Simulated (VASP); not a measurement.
Set up this calculation in VASP 6.6.1, as the native input.

```yaml
Task: relaxation of cell and atoms
Functional: PBE
Potentials_or_basis: VASP PAW PBE potentials, release 64 (Be, Te)
Cutoff: 600 eV
k_mesh: 8 × 8 × 8
Occupations: gaussian, width 0.01 eV
Spin: no spin polarisation
Target_pressure: 10 GPa
Dipole_correction: no
Further_INCAR_settings: ALGO = Normal; EDIFF = 1e-06; IBRION = 2; EDIFFG = -0.01; NSW = 80; ISIF = 3
```

The structure of BeTe lies in POSCAR:

```
BeTe
1.0
    0.0000000000      2.7700000000      2.7700000000
    2.7700000000      0.0000000000      2.7700000000
    2.7700000000      2.7700000000      0.0000000000
Be Te
1 1
Direct
    0.0000000000      0.0000000000      0.0000000000
    0.2500000000      0.2500000000      0.2500000000
```

These files were run (other wordings do the same):

INCAR

```
PREC     = Accurate       # precision mode
ENCUT    = 600            # plane-wave cutoff, eV
EDIFF    = 1E-6           # SCF threshold, eV
ISMEAR   = 0              # smearing method
SIGMA    = 0.01           # smearing width, eV
LREAL    = False          # projectors in reciprocal space
LASPH    = True           # aspherical terms in the spheres
NELM     = 100            # most SCF steps
ALGO     = Normal         # electronic algorithm
ISIF     = 3              # what is computed and relaxed
LWAVE    = False          # write WAVECAR
LCHARG   = False          # write CHGCAR
GGA      = PE             # functional
IBRION   = 2              # ionic algorithm
NSW      = 80             # ionic steps
EDIFFG   = -0.01          # ionic threshold
PSTRESS  = 100.0
```

KPOINTS

```
regular mesh
0
Gamma
  8 8 8
```

Potentials or basis: VASP PAW PBE potentials, release 64 (Be, Te).

Launch:

```bash
$ cat potpaw_PBE.64/Be/POTCAR potpaw_PBE.64/Te/POTCAR > POTCAR
$ mpirun -np 1 vasp_std > vasp.out
```

Results of the run:

- Relaxed volume: 19.89 Å³/atom
- Relaxed cell: a = 3.832 Å, b = 3.832 Å, c = 3.832 Å, α = 60.00°, β = 60.00°, γ = 60.00°
- Space group after relaxing (to 0.05 Å): F-43m (No. 216)
- Energy change on relaxing (the enthalpy is what falls): +60.3 meV/atom
- Ionic steps: 3
- Pressure after relaxing: 10.0 GPa
- Band gap on the k mesh: 1.66 eV, indirect (least direct gap 3.49 eV)

Caveat: the cell is relaxed towards a set pressure, so the enthalpy falls and the energy may rise; spin-orbit coupling is left out, which moves the levels of the heavy elements.

It took 11 s on 1 thread of Intel(R) Xeon(R) 6975P-C (Granite Rapids), with other jobs on the host, peak memory 0.18 GiB.
